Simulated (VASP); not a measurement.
# CeSiPt3 (P4mm) in VASP: single point with PBE+U

Aim: the single point of CeSiPt3 with PBE+U.

Everything below comes from runs of VASP 6.6.1. Logs are shortened: lines on timing, memory, paths and dates and some standing lists are left out, and cuts for length are marked.

## 1. The cell of the first run

The structure is tetragonal, space group P4mm (No. 99). The conventional cell has a = 4.138 Å, b = 4.138 Å, c = 5.516 Å, α = 90.00°, β = 90.00°, γ = 90.00°. Within 4.2 Å of Ce (site symmetry 4mm) lie 12 Pt at 3.04 to 3.46 Å and 4 Si at 3.29 Å and 4 Ce at 4.14 Å. Within 3.2 Å of Pt (site symmetry 2mm) lie 2 Si at 2.42 Å and 6 Pt at 2.84 to 2.93 Å. Pt (site symmetry 4mm) has 2 Si at 2.32 to 3.20 Å and 4 Pt at 2.84 Å and 4 Ce at 3.04 Å within 3.2 Å. Within 3.3 Å of Si (site symmetry 4mm) lie 6 Pt at 2.32 to 3.20 Å and 4 Ce at 3.29 Å.

## 2. Single point, PBE+U, collinear spin, ferromagnetic start

The input, INCAR:

```
  PREC = Accurate
  ENCUT = 520
  EDIFF = 1E-6
  ISMEAR = 0
  SIGMA = 0.05
  LREAL = False
  LASPH = True
  NELM = 150
  ALGO = Normal
  ISIF = 2
  LWAVE = False
  LCHARG = True
  ISPIN = 2
  MAGMOM = 1.09 0 0 0 0
  LORBIT = 11
  LMAXMIX = 6
  LDAU = True
  LDAUTYPE = 2
  LDAUL = 3 -1 -1
  LDAUU = 5 0 0
  LDAUJ = 0 0 0
  LDAUPRINT = 1
  GGA = PE
  LELF = True
  LVHAR = True
  NBANDS = 35
```

The input, KPOINTS:

```
regular mesh
0
Gamma
  6 6 6
```

The input, POSCAR:

```
CeSiPt3
1.0
    4.1380145820      0.0000000000      0.0000000000
    0.0000000000      4.1380145820      0.0000000000
    0.0000000000      0.0000000000      5.5164607038
Ce Pt Si
1 3 1
Direct
    0.5000000000      0.5000000000      0.7367682853
    0.5000000000      0.0000000000      0.2339510474
    0.0000000000      0.5000000000      0.2339510474
    0.0000000000      0.0000000000      0.5876346869
    0.0000000000      0.0000000000      0.0080949227
```

Potentials or basis: VASP PAW PBE potentials, release 64 (Ce, Pt, Si).

Run with:

```
$ cat potpaw_PBE.64/Ce/POTCAR potpaw_PBE.64/Pt/POTCAR potpaw_PBE.64/Si/POTCAR > POTCAR
$ mpirun -np 1 vasp_std > vasp.out
```

OUTCAR:

```text
PREC = Accurate
   ENCUT = 520
   EDIFF = 1E-6
   ISMEAR = 0
   LREAL = False
   LASPH = True
   NELM = 150
   ISIF = 2
   ISPIN = 2
   LORBIT = 11
   GGA = PE

 ion  position               nearest neighbor table
   1  0.500  0.500  0.737-   4 3.04   4 3.04   4 3.04   4 3.04
   2  0.500  0.000  0.234-   5 2.42   5 2.42   4 2.84   4 2.84   3 2.93   3 2.93   3 2.93   3 2.93

   3  0.000  0.500  0.234-   5 2.42   5 2.42   4 2.84   4 2.84   2 2.93   2 2.93   2 2.93   2 2.93

   4  0.000  0.000  0.588-   5 2.32   3 2.84   2 2.84   3 2.84   2 2.84   1 3.04   1 3.04   1 3.04
                             1 3.04   5 3.20
   5  0.000  0.000  0.008-   4 2.32   3 2.42   2 2.42   3 2.42   2 2.42   4 3.20

  LATTYP: Found a simple tetragonal cell.
 ALAT       =     4.1380145820
 C/A-ratio  =     1.3331177536

  Lattice vectors:

 A1 = (   4.1380145820,   0.0000000000,   0.0000000000)
 A2 = (   0.0000000000,   4.1380145820,   0.0000000000)
 A3 = (   0.0000000000,   0.0000000000,   5.5164607038)

Analysis of symmetry for initial positions (statically):
=====================================================================
 Subroutine PRICEL returns:
 Original cell was already a primitive cell.

 Routine SETGRP: Setting up the symmetry group for a
 simple tetragonal supercell.

 Subroutine GETGRP returns: Found  8 space group operations
 (whereof  8 operations were pure point group operations)
 out of a pool of 16 trial point group operations.

The static configuration has the point symmetry C_4v.

Analysis of symmetry for dynamics (positions and initial velocities):
=====================================================================
 Subroutine PRICEL returns:
 Original cell was already a primitive cell.

 Routine SETGRP: Setting up the symmetry group for a
 simple tetragonal supercell.

 Subroutine GETGRP returns: Found  8 space group operations
 (whereof  8 operations were pure point group operations)
 out of a pool of 16 trial point group operations.

The dynamic configuration has the point symmetry C_4v.

Analysis of structural, dynamic, and magnetic symmetry:
=====================================================================
 Subroutine PRICEL returns:
 Original cell was already a primitive cell.

 Routine SETGRP: Setting up the symmetry group for a
 simple tetragonal supercell.

 Subroutine GETGRP returns: Found  8 space group operations
 (whereof  8 operations were pure point group operations)
 out of a pool of 16 trial point group operations.

The overall configuration has the point symmetry C_4v.

 Subroutine INISYM returns: Found  8 space group operations
 (whereof  8 operations are pure point group operations),
 and found     1 'primitive' translations

----------------------------------------------------------------------------------------

[... 150 lines left out ...]
  0.0000  0.0138 -0.0000  0.0000 -0.0000 -0.0000  0.0000
 -0.0621 -0.0000  0.0966 -0.0000 -0.0000 -0.0000  0.0000
  0.0000  0.0000 -0.0000  0.0146  0.0000 -0.0000 -0.0000
  0.0000 -0.0000 -0.0000  0.0000  0.0966 -0.0000  0.0621
 -0.0000 -0.0000 -0.0000 -0.0000 -0.0000  0.0228 -0.0000
 -0.0000  0.0000  0.0000 -0.0000  0.0621 -0.0000  0.0696

spin component  2

  0.0702  0.0000 -0.0623 -0.0000  0.0000 -0.0000 -0.0000
  0.0000  0.0138 -0.0000  0.0000 -0.0000 -0.0000  0.0000
 -0.0623 -0.0000  0.0961 -0.0000  0.0000 -0.0000  0.0000
 -0.0000  0.0000 -0.0000  0.0146  0.0000 -0.0000 -0.0000
  0.0000 -0.0000  0.0000  0.0000  0.0961  0.0000  0.0623
 -0.0000 -0.0000 -0.0000 -0.0000  0.0000  0.0229 -0.0000
 -0.0000  0.0000  0.0000 -0.0000  0.0623 -0.0000  0.0702

 occupancies and eigenvectors

  o =  0.0138  v = -0.0000  1.0000 -0.0000  0.0000 -0.0000  0.0000  0.0000  0.0000  0.0000  0.0000  0.0000  0.0000  0.0000  0.0000      0.0000  0.0000  0.0000  0.0000  0.0000  0.0000  0.0000  0.0000  0.0000  0.0000  0.0000  0.0000  0.0000  0.0000
  o =  0.0138  v =  0.0000  0.0000  0.0000  0.0000  0.0000  0.0000  0.0000  0.0000  1.0000 -0.0000  0.0000  0.0000 -0.0000 -0.0000      0.0000  0.0000  0.0000  0.0000  0.0000  0.0000  0.0000  0.0000  0.0000  0.0000  0.0000  0.0000  0.0000  0.0000
  o =  0.0146  v = -0.0000  0.0000 -0.0000 -1.0000 -0.0000 -0.0000  0.0000  0.0000  0.0000  0.0000  0.0000  0.0000  0.0000  0.0000      0.0000  0.0000  0.0000  0.0000  0.0000  0.0000  0.0000  0.0000  0.0000  0.0000  0.0000  0.0000  0.0000  0.0000
  o =  0.0146  v =  0.0000  0.0000  0.0000  0.0000  0.0000  0.0000  0.0000  0.0000 -0.0000 -0.0000  1.0000 -0.0000  0.0000  0.0000      0.0000  0.0000  0.0000  0.0000  0.0000  0.0000  0.0000  0.0000  0.0000  0.0000  0.0000  0.0000  0.0000  0.0000
  o =  0.0196  v =  0.0000  0.0000  0.0000  0.0000  0.0000  0.0000  0.0000 -0.7757  0.0000 -0.6311 -0.0000  0.0000 -0.0000 -0.0000      0.0000  0.0000  0.0000  0.0000  0.0000  0.0000  0.0000  0.0000  0.0000  0.0000  0.0000  0.0000  0.0000  0.0000
  o =  0.0196  v =  0.0000  0.0000  0.0000  0.0000  0.0000  0.0000  0.0000  0.0000  0.0000 -0.0000 -0.0000 -0.6311 -0.0000  0.7757      0.0000  0.0000  0.0000  0.0000  0.0000  0.0000  0.0000  0.0000  0.0000  0.0000  0.0000  0.0000  0.0000  0.0000
  o =  0.0196  v = -0.7787 -0.0000 -0.6274  0.0000  0.0002 -0.0000 -0.0002  0.0000  0.0000  0.0000  0.0000  0.0000  0.0000  0.0000      0.0000  0.0000  0.0000  0.0000  0.0000  0.0000  0.0000  0.0000  0.0000  0.0000  0.0000  0.0000  0.0000  0.0000
  o =  0.0196  v = -0.0002 -0.0000 -0.0002  0.0000 -0.6274  0.0000  0.7787  0.0000  0.0000  0.0000  0.0000  0.0000  0.0000  0.0000      0.0000  0.0000  0.0000  0.0000  0.0000  0.0000  0.0000  0.0000  0.0000  0.0000  0.0000  0.0000  0.0000  0.0000
  o =  0.0228  v = -0.0000 -0.0000 -0.0000 -0.0000  0.0000  1.0000 -0.0000  0.0000  0.0000  0.0000  0.0000  0.0000  0.0000  0.0000      0.0000  0.0000  0.0000  0.0000  0.0000  0.0000  0.0000  0.0000  0.0000  0.0000  0.0000  0.0000  0.0000  0.0000
  o =  0.0229  v =  0.0000  0.0000  0.0000  0.0000  0.0000  0.0000  0.0000  0.0000  0.0000 -0.0000 -0.0000 -0.0000  1.0000  0.0000      0.0000  0.0000  0.0000  0.0000  0.0000  0.0000  0.0000  0.0000  0.0000  0.0000  0.0000  0.0000  0.0000  0.0000
  o =  0.1467  v =  0.6274 -0.0000 -0.7787  0.0000  0.0000  0.0000  0.0000  0.0000  0.0000  0.0000  0.0000  0.0000  0.0000  0.0000      0.0000  0.0000  0.0000  0.0000  0.0000  0.0000  0.0000  0.0000  0.0000  0.0000  0.0000  0.0000  0.0000  0.0000
  o =  0.1467  v = -0.0000  0.0000 -0.0000  0.0000 -0.7787  0.0000 -0.6274  0.0000  0.0000  0.0000  0.0000  0.0000  0.0000  0.0000      0.0000  0.0000  0.0000  0.0000  0.0000  0.0000  0.0000  0.0000  0.0000  0.0000  0.0000  0.0000  0.0000  0.0000
  o =  0.1467  v =  0.0000  0.0000  0.0000  0.0000  0.0000  0.0000  0.0000 -0.6311  0.0000  0.7757  0.0000 -0.0000  0.0000  0.0000      0.0000  0.0000  0.0000  0.0000  0.0000  0.0000  0.0000  0.0000  0.0000  0.0000  0.0000  0.0000  0.0000  0.0000
  o =  0.1467  v =  0.0000  0.0000  0.0000  0.0000  0.0000  0.0000  0.0000  0.0000 -0.0000 -0.0000  0.0000 -0.7757 -0.0000 -0.6311      0.0000  0.0000  0.0000  0.0000  0.0000  0.0000  0.0000  0.0000  0.0000  0.0000  0.0000  0.0000  0.0000  0.0000

 number of electron      45.9999994 magnetization      -0.0002169

 Free energy of the ion-electron system (eV)
  ---------------------------------------------------
  ext. energy  EPLUGINS =         0.00000000
  ---------------------------------------------------
  free energy    TOTEN  =       -32.86782863 eV

  energy without entropy =      -32.86104886  energy(sigma->0) =      -32.86443874

 E-fermi :   9.4337     XC(G=0): -11.8612

 val. band max:        9.4315161550   @ k =   0.5000   0.1667   0.1667
 cond. band min:       9.4350708079   @ k =   0.1667   0.1667   0.1667
 fundamental gap:      0.0035546529
 Fermi energy:         9.4337153873

 spin component 1

 k-point     1 :       0.0000    0.0000    0.0000
  band No.  band energies     occupation
      1     -26.3984      1.00000
      2      -8.9652      1.00000
      3      -8.8692      1.00000
      4      -8.8692      1.00000
      5      -1.4253      1.00000
      6       3.2368      1.00000
[... 1817 lines left out ...]
     34      12.3823      0.00000
     35      13.3240      0.00000

 [... further k-points ...]

------------------------ aborting loop because EDIFF is reached ----------------------------------------

  FORCE on cell =-STRESS in cart. coord.  units (eV):
  Direction    XX          YY          ZZ          XY          YZ          ZX
  --------------------------------------------------------------------------------------
  -------------------------------------------------------------------------------------
  Total       -2.9721645     -2.9721645     -1.6576575      0.0000000      0.0000000      0.0000000
  in kB      -50.4125723    -50.4125723    -28.1164721      0.0000000      0.0000000      0.0000000
  external PRESSURE =     -42.9805389 kB  Pullay stress =       0.0000000 kB

 VOLUME and BASIS-vectors are now :
 -----------------------------------------------------------------------------
  energy-cutoff  :      520.00
  volume of cell :       94.46
      direct lattice vectors                 reciprocal lattice vectors
     4.138014582  0.000000000  0.000000000     0.241661787  0.000000000  0.000000000
     0.000000000  4.138014582  0.000000000     0.000000000  0.241661787  0.000000000
     0.000000000  0.000000000  5.516460704     0.000000000  0.000000000  0.181275650

 POSITION                                       TOTAL-FORCE (eV/Angst)
 -----------------------------------------------------------------------------------
      2.06901      2.06901      4.06435        -0.000000      0.000000     -0.137742
      2.06901      0.00000      1.29058        -0.000000     -0.000000      0.099594
      0.00000      2.06901      1.29058         0.000000      0.000000      0.099594
      0.00000      0.00000      3.24166         0.000000     -0.000000      0.008110
      0.00000      0.00000      0.04466        -0.000000     -0.000000     -0.069555
 -----------------------------------------------------------------------------------
    total drift:                                0.000000     -0.000000      0.000336

  FREE ENERGIE OF THE ION-ELECTRON SYSTEM (eV)
  ---------------------------------------------------
  free  energy   TOTEN  =       -32.8678286286 eV

  energy  without entropy=      -32.8610488588  energy(sigma->0) =      -32.86443874

 total charge

# of ion       s       p       d       f       tot
--------------------------------------------------
    1        2.026   5.734   0.863   0.764   9.387
    2        0.671   0.574   8.064   0.000   9.309
    3        0.671   0.574   8.064   0.000   9.309
    4        0.785   0.553   8.104   0.000   9.443
    5        0.738   0.885   0.000   0.000   1.622
--------------------------------------------------
tot          4.891   8.320  25.095   0.764  39.070

 magnetization (x)

# of ion       s       p       d       f       tot
--------------------------------------------------
    1        0.000  -0.000   0.000  -0.000  -0.000
    2       -0.000  -0.000  -0.000   0.000  -0.000
    3       -0.000  -0.000  -0.000   0.000  -0.000
    4        0.000  -0.000   0.000   0.000   0.000
    5        0.000  -0.000   0.000   0.000  -0.000
--------------------------------------------------
tot          0.000  -0.000   0.000  -0.000  -0.000
```

It took 11 min on 1 thread of AMD EPYC 7R13, shared host; peak memory 0.36 GiB.

Results:

| Item | Value |
| --- | --- |
| Free energy | -32.8678 eV |
| Pressure | -4.3 GPa |
| Largest force | 0.138 eV/Å |
| Band gap on the k mesh | zero (filled and empty bands overlap) |
| Net moment | 0.00 μB per cell |
| Valence electrons inside the program's atomic spheres | Ce 9.39; Pt 9.31, 9.44 (each value once); Si 1.62 |

Forces on the atoms (eV/Å):
```
Ce   0.000  0.000 -0.138
Pt   0.000  0.000  0.100
Pt   0.000  0.000  0.100
Pt   0.000  0.000  0.008
Si   0.000  0.000 -0.070
```

Stress tensor (GPa, compression positive):
```
-5.04  0.00  0.00
 0.00 -5.04  0.00
 0.00  0.00 -2.81
```

Levels at points of the mesh, in eV from the Fermi level:
Spin up:
| k point | band 20 | band 21 | band 22 | band 23 | band 24 | band 25 | band 26 | band 27 |
| --- | --- | --- | --- | --- | --- | --- | --- | --- |
| (0.00, 0.00, 0.00) | -1.60 | -1.59 | -0.49 | -0.13 | -0.13 | 0.30 | 0.30 | 0.52 |
| (0.50, 0.00, 0.00) | -2.35 | -2.22 | -1.34 | 0.07 | 0.23 | 0.37 | 0.39 | 0.65 |
| (0.50, 0.50, 0.00) | -1.90 | -1.89 | -1.05 | -0.47 | -0.47 | 0.32 | 0.32 | 0.66 |
| (0.00, 0.00, 0.50) | -1.78 | -0.49 | 0.03 | 0.11 | 0.11 | 0.69 | 0.69 | 0.69 |
| (0.50, 0.00, 0.50) | -2.46 | -2.36 | -1.74 | -1.29 | 0.21 | 0.31 | 0.77 | 0.80 |
| (0.50, 0.50, 0.50) | -1.91 | -1.74 | -0.58 | -0.58 | 0.13 | 0.29 | 0.29 | 0.55 |
Spin down:
```csv
k point,band 20,band 21,band 22,band 23,band 24,band 25,band 26,band 27
"(0.00, 0.00, 0.00)",-1.60,-1.59,-0.49,-0.13,-0.13,0.30,0.30,0.52
"(0.50, 0.00, 0.00)",-2.35,-2.22,-1.34,0.07,0.23,0.37,0.39,0.65
"(0.50, 0.50, 0.00)",-1.90,-1.89,-1.05,-0.47,-0.47,0.32,0.32,0.66
"(0.00, 0.00, 0.50)",-1.78,-0.49,0.03,0.11,0.11,0.68,0.70,0.70
"(0.50, 0.00, 0.50)",-2.46,-2.36,-1.74,-1.29,0.21,0.31,0.77,0.80
"(0.50, 0.50, 0.50)",-1.91,-1.74,-0.58,-0.58,0.13,0.29,0.29,0.55
```

Eigenvalues of the final occupation matrices:
| site | spin | trace | eigenvalues |
| --- | --- | --- | --- |
| site 1 f | 1 | 0.38 | 0.01 0.01 0.02 0.02 0.02 0.15 0.15 |
| site 1 f | 2 | 0.38 | 0.01 0.01 0.02 0.02 0.02 0.15 0.15 |

Caveat: the magnetic or orbital state may not be the lowest; the cell stands under tension; the moments typed at the start vanished in this run; spin-orbit coupling is left out, which moves the levels of the heavy elements.
